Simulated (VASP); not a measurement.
The system is HfRu3.

```
Hf Ru
1.0
     3.95577    0.00000    0.00000
     0.00000    3.95577    0.00000
     0.00000    0.00000    3.95577
Hf Ru
1 3
Cartesian
  0.0000 0.0000 0.0000
  1.9779 1.9779 0.0000
  0.0000 1.9779 1.9779
  1.9779 0.0000 1.9779
```

Base run:

```yaml
Program: VASP 6.6.1
Functional: revPBE
Potentials_or_basis: VASP PAW PBE potentials, release 64 (Hf_pv, Ru_pv)
Cutoff: 500 eV
k_mesh: 6 × 6 × 6
Occupations: fermi-dirac, width 0.1 eV
Spin: no spin polarisation
```

Its results: band gap on the k mesh zero (bands 26 and 27 overlap by 2.94 eV); pressure 1.3 GPa.

The run is repeated on the same cell with these changes: functional from revPBE to PBEsol. What comes out?

Band gap on the k mesh zero (bands 26 and 27 overlap by 2.95 eV); pressure -10.1 GPa.

PBEsol binds more tightly than revPBE, so the same cell stands under less pressure.

Caveats: the PAW data sets were made with another functional, which shifts forces and pressure a little; spin-orbit coupling is left out, which moves the levels of the heavy elements; the cell stands under tension (at least some runs).
